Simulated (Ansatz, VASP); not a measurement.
## Two plane-wave programs on TlF3

```xyz
4
Lattice="11.9000 0.0000 0.0000 0.0000 9.0000 0.0000 0.0000 0.0000 12.6200" Properties=species:S:1:pos:R:3 pbc="T T T"
Tl    5.3769    4.5000    6.3079
F     4.5000    4.5000    8.1157
F     4.5000    4.5000    4.5000
F     7.3953    4.5000    6.3079
```

Alike in both runs: task single point; functional PBE; k mesh 1 × 1 × 1; occupations gaussian, width 0.01 eV; non-collinear spin, spin-orbit coupling.

|  | VASP | Ansatz |
| --- | --- | --- |
| version | VASP 6.6.1 | Ansatz 0.2.0 |
| potentials or method | VASP PAW PBE potentials, release 64 (Tl_d, F), cutoff 520 eV | plane waves, PAW |
| valence electrons in the cell | 34 | 34 |

```tsv
	VASP	Ansatz	Ansatz less VASP
rms of the force components (eV/Å)	0.150	0.086	-0.0642
net moment per atom (μB)	0.00	0.00	0.000
```

Atom by atom the forces differ by 0.066 eV/Å (rms over components). Ansatz's warnings: structure snapped to symmetry, xc potential rough in thin density.
